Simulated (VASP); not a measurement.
TiC: single point with PBEsol

The system is TiC.

```xyz
2
Lattice="0.0000 2.1465 2.1465 2.1465 0.0000 2.1465 2.1465 2.1465 0.0000" Properties=species:S:1:pos:R:3 pbc="T T T"
Ti    0.0000    0.0000    0.0000
C     2.1465    2.1465    2.1465
```

```json
{"Program": "VASP 6.6.1", "Task": "single point", "Functional": "PBEsol", "Potentials or basis": "VASP PAW PBE potentials, release 64 (Ti_sv, C)", "Cutoff": "520 eV", "k mesh": "12 × 12 × 12", "Occupations": "gaussian, width 0.1 eV", "Spin": "no spin polarisation"}
```

```
Pressure               : 0.3 GPa
Band gap on the k mesh : zero (bands 8 and 9 overlap by 1.08 eV)
```

Levels at points of the mesh, in eV from the Fermi level:
```tsv
k point	band 6	band 7	band 8	band 9	band 10	band 11
(0.00, 0.00, 0.00)	0.64	0.64	0.64	1.70	1.70	1.70
(0.50, 0.00, 0.00)	-6.03	-3.02	-3.02	2.99	2.99	4.23
(0.50, 0.50, 0.00)	-3.49	-1.79	-0.04	-0.04	2.80	3.62
```

Wall time 20 s on 1 thread of AMD EPYC 7R13, with other jobs on the host, peak memory 0.15 GiB.

Caveat: the PAW data sets were made with another functional, which shifts forces and pressure a little.
